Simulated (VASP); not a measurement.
HfO2, 3 atoms in the cell. Symmetry: Fm-3m, No. 225, cubic system. Conventional cell: a = 5.115 Å, b = 5.115 Å, c = 5.115 Å, α = 90.00°, β = 90.00°, γ = 90.00°. Hf (site symmetry m-3m) has 8 O at 2.21 Å within 2.9 Å. Within 2.9 Å of O (site symmetry -43m) lie 4 Hf at 2.21 Å and 6 O at 2.56 Å. 

```yaml
Program: VASP 6.6.1
Task: single point
Functional: r2SCANh
Dispersion: D4
Potentials_or_basis: VASP PAW PBE potentials, release 64 (Hf_pv, O)
Cutoff: 580 eV
k_mesh: 6 × 6 × 6
Occupations: gaussian, width 0.01 eV
Spin: no spin polarisation
Dipole_correction: no
Grid_for_exact_exchange_PRECFOCK: Normal
Further_INCAR_settings: ALGO = Normal; EDIFF = 1e-06; NBANDS = 18
Share_of_exact_exchange: 0.1
```

Potentials or basis: VASP PAW PBE potentials, release 64 (Hf_pv, O).

Run with:

```sh
$ cat potpaw_PBE.64/Hf_pv/POTCAR potpaw_PBE.64/O/POTCAR > POTCAR
$ cp INCAR.step1 INCAR
$ mpirun -np 1 vasp_std > vasp.out
$ cp INCAR.step2 INCAR
$ mpirun -np 1 vasp_std > vasp.out
```

Hardware: 1 thread of Intel(R) Xeon(R) Platinum 8559C (Emerald Rapids), on a shared host.

Q: How long does it take, and how much memory?

A: Run time: 65 min on 1 thread of Intel(R) Xeon(R) Platinum 8559C (Emerald Rapids), on a shared host, peak memory 0.19 GiB. Counts: k points 16.
